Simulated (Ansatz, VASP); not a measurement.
# SrTiO3 in VASP and in Ansatz

```
Sr Ti O
1.0
    -2.79896    2.79896    3.98227
     2.79896   -2.79896    3.98227
     2.79896    2.79896   -3.98227
Sr Ti O
2 2 6
Direct
  0.75000 0.25000 0.50000
  0.25000 0.75000 0.50000
  0.00000 0.00000 0.00000
  0.50000 0.50000 0.00000
  0.25000 0.25000 0.00000
  0.75000 0.75000 0.00000
  0.72528 0.22528 0.95056
  0.22528 0.27472 0.50000
  0.27472 0.77472 0.04944
  0.77472 0.72528 0.50000
```

Change from the starting cell: equal engineering shear yz, xz and xy +0.0000, equal normal strain along x, y and z +0.0200.

Alike in both runs: task single point; functional PBEsol; k mesh 8 × 8 × 8; occupations gaussian, width 0.05 eV; no spin polarisation.

|  | VASP | Ansatz |
| --- | --- | --- |
| version | VASP 6.6.1 | Ansatz 0.2.0 |
| potentials or method | VASP PAW PBE potentials, release 64 (Sr_sv, Ti_sv, O), cutoff 520 eV | scalar-relativistic, plane waves, PAW |
| valence electrons in the cell | 80 | 80 |

|  | VASP | Ansatz | Ansatz less VASP |
| --- | --- | --- | --- |
| gap on the k mesh at the Fermi level (eV) | 1.82 | 1.85 | +0.031 |
| least direct gap on the mesh (eV) | 1.83 | 1.86 | +0.031 |
| pressure (GPa) | -9.2 | -9.7 | -0.55 |
| traceless stress, the component that is largest in VASP (GPa) | -0.08 | -0.09 | -0.017 |
| rms of the force components (eV/Å) | 0.017 | 0.015 | -0.0021 |

VASP's potentials were made for PBE, not for PBEsol, and Ansatz warns of the same on its side. Atom by atom the forces differ by 0.002 eV/Å (rms over components).
